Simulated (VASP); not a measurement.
PbS, 16 atoms in the cell. The typed cell holds 16 atoms: a = 8.397 Å, b = 8.397 Å, c = 5.955 Å, α = 90.00°, β = 90.00°, γ = 90.00°. 

```yaml
Program: VASP 6.6.1
Task: single point
Functional: PBE
Potentials_or_basis: VASP PAW PBE potentials, release 64 (Pb_d, S)
Cutoff: 520 eV
k_mesh: 2 × 2 × 2
Occupations: fermi-dirac, width 0.086 eV
Spin: no spin polarisation
Dipole_correction: no
Further_INCAR_settings: LREAL = Auto; ALGO = Normal; EDIFF = 1e-07; NBANDS = 94
```

Potentials or basis: VASP PAW PBE potentials, release 64 (Pb_d, S).

The run is started by

```bash
$ cat potpaw_PBE.64/Pb_d/POTCAR potpaw_PBE.64/S/POTCAR > POTCAR
$ mpirun -np 1 vasp_std > vasp.out
```

Hardware: 1 thread of Intel(R) Xeon(R) Platinum 8259CL CPU @ 2.50GHz (Skylake/Cascade Lake), with other jobs on the host.

Question: How long does it take, and how much memory?

Answer: It took 8.3 min on 1 thread of Intel(R) Xeon(R) Platinum 8259CL CPU @ 2.50GHz (Skylake/Cascade Lake), on a shared host, peak memory 0.55 GiB. Counts: scf iterations 17, k points 8.
